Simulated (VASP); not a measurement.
# Sb (R-3m) in VASP: a series of runs, part 2 of 2

VASP 6.6.1.

**3. Single point, PBEsol**

This run uses another cell than the first one, of the same volume but with other edges.

INCAR reads:

```
SYSTEM = Sb
PREC     = Accurate       ! precision mode
ENCUT    = 520            ! plane-wave cutoff, eV
EDIFF    = 1E-6           ! SCF threshold, eV
ISMEAR   = 0              ! smearing method
SIGMA    = 0.15           ! smearing width, eV
LREAL    = .False.        ! projectors in reciprocal space
LASPH    = .True.         ! aspherical terms in the spheres
NELM     = 60             ! most SCF steps
ALGO     = Normal         ! electronic algorithm
ISIF     = 2              ! what is computed and relaxed
LWAVE    = .False.        ! write WAVECAR
LCHARG   = .True.         ! write CHGCAR
GGA      = PS             ! functional
LELF     = .True.         ! ELF
LVHAR    = .True.       
NBANDS   = 8              ! bands
```

KPOINTS reads:

```
Automatic mesh
0
Gamma
  16 16 16
  0 0 0
```

POSCAR reads:

```
Sb
1.0
    3.2655117053      0.6177995118      0.6177995118
    0.6177995118      3.2655117053      0.6177995118
    0.6177995118      0.6177995118      3.2655117053
Sb
1
Direct
    0.0000000000      0.0000000000      0.0000000000
```

Potentials or basis: VASP PAW PBE potentials, release 64 (Sb).

Started as:

```sh
> cat potpaw_PBE.64/Sb/POTCAR > POTCAR
> mpirun -np 1 vasp_std > vasp.out
```

Run time: 38 s. Hardware: 1 thread of AMD EPYC 9R45 (Zen 5), shared host; peak memory 0.21 GiB.

It converged, with:

```
Free energy : -4.1724 eV
Pressure    : -7.6 GPa
```

Stress tensor (GPa, compression positive):
```
-7.62 -1.29 -1.29
-1.29 -7.62 -1.29
-1.29 -1.29 -7.62
```

Levels at points of the mesh, in eV from the Fermi level:
```tsv
k point	band 1	band 2	band 3	band 4	band 5	band 6	band 7
(0.00, 0.00, 0.00)	-11.77	3.62	3.62	5.12	8.53	8.53	8.94
(0.50, 0.00, 0.00)	-9.18	-4.90	3.24	3.80	7.90	8.24	10.60
(0.50, 0.50, 0.00)	-7.57	-4.08	-0.63	1.77	3.57	5.70	15.93
(0.50, 0.50, 0.50)	-7.54	-4.48	1.62	1.62	5.75	7.69	7.69
```

Caveat: the PAW data sets were made with another functional, which shifts forces and pressure a little; spin-orbit coupling is left out, which moves the levels of the heavy elements.

**4. Single point, PBEsol**

INCAR reads:

```
  PREC = Accurate
  ENCUT = 520
  EDIFF = 1E-7
  ISMEAR = 0
  SIGMA = 0.15
  LREAL = False
  LASPH = True
  NELM = 60
  ALGO = Normal
  ISIF = 2
  LWAVE = False
  LCHARG = False
  GGA = PS
  NBANDS = 8
```

KPOINTS reads:

```
Automatic mesh
0
Gamma
  16 16 16
```

POSCAR reads:

```
Sb
1.0
    3.1618344867     -0.0755387079     -0.0755387079
   -0.0755387079      3.1618344867     -0.0755387079
   -0.0755387079     -0.0755387079      3.1618344867
Sb
1
Direct
    0.0000000000      0.0000000000      0.0000000000
```

Started as:

```sh
> cat potpaw_PBE.64/Sb/POTCAR > POTCAR
> mpirun -np 1 vasp_std > vasp.out
```

Run time: 27 s. Hardware: 1 thread of AMD EPYC 9R45 (Zen 5), shared host; peak memory 0.19 GiB.

The run converged. Its results:

* Free energy: -4.4791 eV
* Pressure: -4.9 GPa

Stress tensor (GPa, compression positive):
```
-4.91  0.64  0.64
 0.64 -4.91  0.64
 0.64  0.64 -4.91
```

Levels at points of the mesh, in eV from the Fermi level:
| k point | band 1 | band 2 | band 3 | band 4 | band 5 | band 6 | band 7 | band 8 |
| --- | --- | --- | --- | --- | --- | --- | --- | --- |
| (0.00, 0.00, 0.00) | -11.96 | 2.94 | 3.27 | 3.27 | 6.95 | 6.95 | 7.83 | 17.23 |
| (0.50, 0.00, 0.00) | -9.73 | -5.19 | 4.79 | 5.02 | 8.82 | 10.47 | 10.51 | 11.55 |
| (0.50, 0.50, 0.00) | -7.42 | -3.52 | -2.99 | 2.37 | 6.66 | 12.01 | 12.86 | 12.96 |
| (0.50, 0.50, 0.50) | -4.90 | -1.72 | -1.72 | -0.99 | 4.62 | 4.62 | 5.61 | 7.05 |

Caveat: the PAW data sets were made with another functional, which shifts forces and pressure a little; spin-orbit coupling is left out, which moves the levels of the heavy elements.

**5. Single point, PBEsol**

INCAR reads:

```
  PREC = Accurate
  ENCUT = 520
  EDIFF = 1E-6
  ISMEAR = 0
  SIGMA = 0.15
  LREAL = F
  LASPH = T
  NELM = 100
  ALGO = Normal
  ISIF = 2
  LWAVE = F
  LCHARG = F
  GGA = PS
  NBANDS = 8
```

KPOINTS reads:

```
regular mesh
0
Gamma
  16 16 16
```

POSCAR reads:

```
Sb
1.0
    3.1620977603      0.0821324094      0.0821324094
    0.0821324094      3.1620977603      0.0821324094
    0.0821324094      0.0821324094      3.1620977603
Sb
1
Direct
    0.0000000000      0.0000000000      0.0000000000
```

Potentials or basis: VASP PAW PBE potentials, release 64 (Sb).

Started as:

```sh
> cat potpaw_PBE.64/Sb/POTCAR > POTCAR
> mpirun -np 1 vasp_std > vasp.out
```

OUTCAR:

```text
PREC = Accurate
   ENCUT = 520
   EDIFF = 1E-6
   ISMEAR = 0
   LREAL = F
   LASPH = T
   NELM = 100
   ISIF = 2
   GGA = PS

 ion  position               nearest neighbor table
   1  0.000  0.000  0.000-

  LATTYP: Found a trigonal (rhomboedric) cell.
 ALAT       =     3.1642303505
 COS(alpha) =     0.0525517939

  Lattice vectors:

 A1 = (   3.1620977603,   0.0821324094,   0.0821324094)
[... 442 lines left out ...]
      6      14.1606      0.00000
      7      14.8141      0.00000
      8      22.6504      0.00000

 [... further k-points ...]

------------------------ aborting loop because EDIFF is reached ----------------------------------------

  FORCE on cell =-STRESS in cart. coord.  units (eV):
  Direction    XX          YY          ZZ          XY          YZ          ZX
  --------------------------------------------------------------------------------------
  -------------------------------------------------------------------------------------
  Total       -0.9656939     -0.9656939     -0.9656939     -0.1582114     -0.1582114     -0.1582114
  in kB      -49.0330412    -49.0330412    -49.0330412     -8.0331749     -8.0331749     -8.0331749
  external PRESSURE =     -49.0330412 kB  Pullay stress =       0.0000000 kB

 VOLUME and BASIS-vectors are now :
 -----------------------------------------------------------------------------
  energy-cutoff  :      520.00
  volume of cell :       31.55
      direct lattice vectors                 reciprocal lattice vectors
     3.162097760  0.082132409  0.082132409     0.316662212 -0.008016765 -0.008016765
     0.082132409  3.162097760  0.082132409    -0.008016765  0.316662212 -0.008016765
     0.082132409  0.082132409  3.162097760    -0.008016765 -0.008016765  0.316662212

 POSITION                                       TOTAL-FORCE (eV/Angst)
 -----------------------------------------------------------------------------------
      0.00000      0.00000      0.00000         0.000000      0.000000      0.000000
 -----------------------------------------------------------------------------------
    total drift:                                0.000000      0.000000      0.000000

  FREE ENERGIE OF THE ION-ELECTRON SYSTEM (eV)
  ---------------------------------------------------
  free  energy   TOTEN  =        -4.4764735702 eV

  energy  without entropy=       -4.4696533828  energy(sigma->0) =       -4.47306348
```

OSZICAR:

```text
N       E                     dE             d eps       ncg     rms          rms(c)
DAV:   1     0.477480271521E+01    0.47748E+01   -0.16026E+03  6688   0.400E+02
DAV:   2    -0.435856698763E+01   -0.91334E+01   -0.87612E+01  9472   0.511E+01
DAV:   3    -0.447736019482E+01   -0.11879E+00   -0.11857E+00  7928   0.659E+00
DAV:   4    -0.447788164852E+01   -0.52145E-03   -0.52145E-03 10208   0.527E-01
DAV:   5    -0.447788348795E+01   -0.18394E-05   -0.18396E-05  8344   0.198E-02    0.166E+00
DAV:   6    -0.447703064479E+01    0.85284E-03   -0.87747E-04  8416   0.159E-01    0.967E-01
DAV:   7    -0.447646841870E+01    0.56223E-03   -0.19433E-03  7368   0.234E-01    0.629E-02
DAV:   8    -0.447647278098E+01   -0.43623E-05   -0.51807E-05  8440   0.479E-02    0.575E-03
DAV:   9    -0.447647357015E+01   -0.78918E-06   -0.86632E-07  9920   0.691E-03
   1 F= -.44764736E+01 E0= -.44730635E+01  d E =-.682019E-02
```

Wall time 23 s (1 thread of AMD EPYC 9R45 (Zen 5), shared host); peak memory 0.19 GiB.

What came out:

```
Free energy : -4.4765 eV
Pressure    : -4.9 GPa
```

Caveat: the PAW data sets were made with another functional, which shifts forces and pressure a little; spin-orbit coupling is left out, which moves the levels of the heavy elements.

**6. Summary**

```csv
cell,gap on the mesh (eV),pressure (GPa)
"a = 3.184 Å, angles 82.7°, 1 atom",none,-5.2
"a = 3.380 Å, angles 67.3°, 1 atom",none,-7.6
"a = 3.164 Å, angles 92.7°, 1 atom",none,-4.9
"a = 3.164 Å, angles 87.0°, 1 atom",none,-4.9
```

Alike in all rows: task single point; level PBEsol; potentials or basis VASP PAW PBE potentials, release 64 (Sb); no spin polarisation; k mesh 16 × 16 × 16; cutoff (eV) 520; smearing gaussian 0.15 eV.

Caveats: the PAW data sets were made with another functional, which shifts forces and pressure a little; spin-orbit coupling is left out, which moves the levels of the heavy elements.

Absolute energies hang on the potentials; compare differences alone.
